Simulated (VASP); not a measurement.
Hf:

```
Hf
1.0
    -1.79075    1.79075    1.79075
     1.79075   -1.79075    1.79075
     1.79075    1.79075   -1.79075
Hf
1
Cartesian
  0.0000 0.0000 0.0000
```

This cell differs from its parent crystal: functional pbe, volume scaled by 1.04.

Base run:

```yaml
Program: VASP 6.6.1
Functional: PBE
Potentials_or_basis: VASP PAW PBE potentials, release 64 (Hf_pv)
Cutoff: 520 eV
k_mesh: 14 × 14 × 14
Occupations: fermi-dirac, width 0.05 eV
Spin: no spin polarisation
```

Its results: band gap on the k mesh zero (band 5 reaches 5.91 eV, above the bottom of band 6 at 3.66 eV); pressure -3.2 GPa.

Question: The run is repeated on the same cell with these changes: functional from PBE to PBEsol; further incar settings from ALGO = Normal; EDIFF = 1e-07; NBANDS = 11 to ALGO = Normal; EDIFF = 1e-08; NBANDS = 11. What comes out?

Answer: Band gap on the k mesh zero (band 5 reaches 5.73 eV, above the bottom of band 6 at 3.51 eV); pressure -7.5 GPa.

Caveats: spin-orbit coupling is left out, which moves the levels of the heavy elements; the PAW data sets were made with another functional, which shifts forces and pressure a little (some runs).
